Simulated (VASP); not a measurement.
Write the native input for VASP 6.6.1 that does the following.

| Property | Result |
| --- | --- |
| Task | relaxation of cell and atoms |
| Functional | PBE |
| Potentials or basis | VASP PAW PBE potentials, release 64 (Ga_d, F) |
| Cutoff | 600 eV |
| k mesh | 12 × 12 × 4 |
| Occupations | gaussian, width 0.1 eV |
| Spin | no spin polarisation |
| Dipole correction | no |
| Further INCAR settings | ALGO = Normal; EDIFF = 1e-06; IBRION = 2; EDIFFG = -0.01; NSW = 100; ISIF = 3 |

The structure of Ga3F2 lies in POSCAR:

```
Ga3F2
1.0
    3.0134523181      0.0000000000      0.0000000000
   -1.5067261591      2.6097262606      0.0000000000
    0.0000000000      0.0000000000      9.8740400066
Ga F
3 2
Direct
    0.0000000000      0.0000000000      0.0000000000
    0.3333333333      0.6666666667      0.6261438797
    0.6666666667      0.3333333333      0.3738561203
    0.3333333333      0.6666666667      0.1989433458
    0.6666666667      0.3333333333      0.8010566542
```

One way to write it, as run:

INCAR

```
PREC = Accurate
ENCUT = 600
EDIFF = 1E-6
ISMEAR = 0
SIGMA = 0.1
LREAL = F
LASPH = T
NELM = 80
ALGO = Normal
ISIF = 3
LWAVE = F
LCHARG = F
GGA = PE
IBRION = 2
NSW = 100
EDIFFG = -0.01
```

KPOINTS

```
regular mesh
0
Gamma
  12 12 4
```

Potentials or basis: VASP PAW PBE potentials, release 64 (Ga_d, F).

The run is started by

```sh
$ cat potpaw_PBE.64/Ga_d/POTCAR potpaw_PBE.64/F/POTCAR > POTCAR
$ mpirun -np 1 vasp_std > vasp.out
```

Results of the run:

```yaml
Relaxed_volume: 16.01 Å³/atom
Relaxed_cell: a = 2.979 Å, b = 2.979 Å, c = 10.412 Å, α = 90.00°, β = 90.00°, γ = 120.00°
Space_group_after_relaxing_to_0.05_Å: P-3m1 (No. 164)
Energy_gained_by_relaxing: 12.7 meV/atom
Ionic_steps: 23
Pressure_after_relaxing: 0.0 GPa
Largest_force_after_relaxing: 0.008 eV/Å
```

Caveat: an odd number of electrons without spin polarisation forces a metal; a magnetic or distorted state may lie lower.

Run time: 23 min on 1 thread of AMD EPYC 9R45 96-Core Processor (Zen 5), with other jobs on the host, peak memory 0.29 GiB.
